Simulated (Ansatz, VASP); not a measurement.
## One calculation of Ir, two programs

The input POSCAR:

```
Ir
1.0
    0.0000000000      1.9473412254      1.9473412254
    1.9473412254      0.0000000000      1.9473412254
    1.9473412254      1.9473412254      0.0000000000
Ir
1
Direct
    0.0000000000      0.0000000000      0.0000000000
```

INCAR.step1

```
SYSTEM = Ir
  ALGO = Normal
  EDIFF = 1E-5
  ENCUT = 550
  GGA = PE
  GGA_COMPAT = .False.
  ISMEAR = 0
  LASPH = .True.
  LCHARG = .False.
  LREAL = .False.
  LWAVE = .True.
  NBANDS = 14
  NELM = 120
  PREC = Accurate
  SIGMA = 0.05
```

Contents of INCAR.step2:

```
SYSTEM = Ir
  ALGO = Normal
  EDIFF = 1E-6
  ENCUT = 550
  GGA_COMPAT = .False.
  ISIF = 2
  ISMEAR = 0
  ISTART = 1
  LASPH = .True.
  LCHARG = .True.
  LELF = .True.
  LMIXTAU = .True.
  LREAL = .False.
  LVHAR = .True.
  LWAVE = .False.
  METAGGA = R2SCAN
  NBANDS = 14
  NELM = 120
  PREC = Accurate
  SIGMA = 0.05
```

KPOINTS

```
k-points
0
Gamma
  20 20 20
  0 0 0
```

Input for Ansatz:

```yaml
crystal:
  lattice:
    - [0.0, 1.9473412256, 1.9473412256]
    - [1.9473412256, 0.0, 1.9473412256]
    - [1.9473412256, 1.9473412256, 0.0]
  atoms:
    - { symbol: Ir, position: [0.0, 0.0, 0.0] }
basis:
  ecutwfc: 500
  ecutrho_ratio: 4
kpoints:
  mp_grid: { grid: [20, 20, 20] }
hamiltonian:
  xc: r2scan
scf:
  occupations: { method: gaussian, width: 0.05 }
output:
  forces: true
  stress: true
  eigenvalues: true
```

Alike in both runs: task single point; functional r2SCAN; k mesh 20 × 20 × 20; occupations gaussian, width 0.05 eV; no spin polarisation.

|  | VASP | Ansatz |
| --- | --- | --- |
| version | VASP 6.6.1 | Ansatz 0.2.0 |
| potentials or method | VASP PAW PBE potentials, release 64 (Ir_sv_GW), cutoff 550 eV | scalar-relativistic, plane waves, PAW |
| valence electrons in the cell | 17 | 17 |

|  | VASP | Ansatz | Ansatz less VASP |
| --- | --- | --- | --- |
| gap on the k mesh at the Fermi level (eV) | none | none | - |
| pressure (GPa) | -15.6 | -13.5 | +2.08 |

VASP's potentials were made for PBE, not for r2SCAN. A gap of «none» marks a metal or a gap that the smearing closes. With one functional, cell and mesh, what is left measures potentials, basis and numerics.

Neither program's run includes spin-orbit coupling.
